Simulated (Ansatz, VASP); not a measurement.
## One calculation of Sr, two programs

Contents of POSCAR:

```
Sr
1.0
    0.0000000000      3.0521104090      3.0521104090
    3.0521104090      0.0000000000      3.0521104090
    3.0521104090      3.0521104090      0.0000000000
Sr
1
Direct
    0.0000000000      0.0000000000      0.0000000000
```

File INCAR.step1:

```
SYSTEM = Sr
  ALGO = Normal
  EDIFF = 1E-4
  ENCUT = 520
  GGA = PE
  ISMEAR = 1
  LASPH = .TRUE.
  LCHARG = .FALSE.
  LREAL = .FALSE.
  LWAVE = .TRUE.
  NBANDS = 11
  NELM = 100
  PREC = Accurate
  SIGMA = 0.1
```

Contents of INCAR.step2:

```
SYSTEM = Sr
  ALGO = Normal
  EDIFF = 1E-6
  ENCUT = 520
  ISIF = 2
  ISMEAR = 1
  ISTART = 1
  LASPH = .TRUE.
  LCHARG = .FALSE.
  LMIXTAU = .TRUE.
  LREAL = .FALSE.
  LWAVE = .FALSE.
  METAGGA = R2SCAN
  NBANDS = 11
  NELM = 100
  PREC = Accurate
  SIGMA = 0.1
```

KPOINTS

```
k-points
0
G
  9 9 9
  0 0 0
```

Input for Ansatz:

```yaml
crystal:
  lattice:
    - [0.0, 3.052110409, 3.052110409]
    - [3.052110409, 0.0, 3.052110409]
    - [3.052110409, 3.052110409, 0.0]
  atoms:
    - { symbol: Sr, position: [0.0, 0.0, 0.0] }
hamiltonian:
  xc: r2scan
  pseudopotentials:
    kind: paw
    azcp:
      Sr: "pseudopotentials/Sr.paw.azcp"
basis:
  ecutwfc: 500
  fft_grid_basis: typed
kpoints:
  mp_grid: { grid: [9, 9, 9], shift: [0, 0, 0] }
magnetization:
  spin_polarized: false
scf:
  occupations: { method: methfessel_paxton, width: 0.1 }
  lower_state_search: "off"
output:
  stress: true
```

Alike in both runs: task single point; functional r2SCAN; k mesh 9 × 9 × 9; occupations methfessel-paxton of order 1, width 0.1 eV; no spin polarisation.

|  | VASP | Ansatz |
| --- | --- | --- |
| version | VASP 6.6.1 | Ansatz 0.2.0 |
| potentials or method | VASP PAW PBE potentials, release 64 (Sr_sv), cutoff 520 eV | plane waves (500 eV) with PAW, scalar-relativistic |
| valence electrons in the cell | 10 | 10 |

|  | VASP | Ansatz | Ansatz less VASP |
| --- | --- | --- | --- |
| pressure (GPa) | 0.0 | 0.0 | -0.01 |

VASP's potentials were made for PBE, not for r2SCAN.
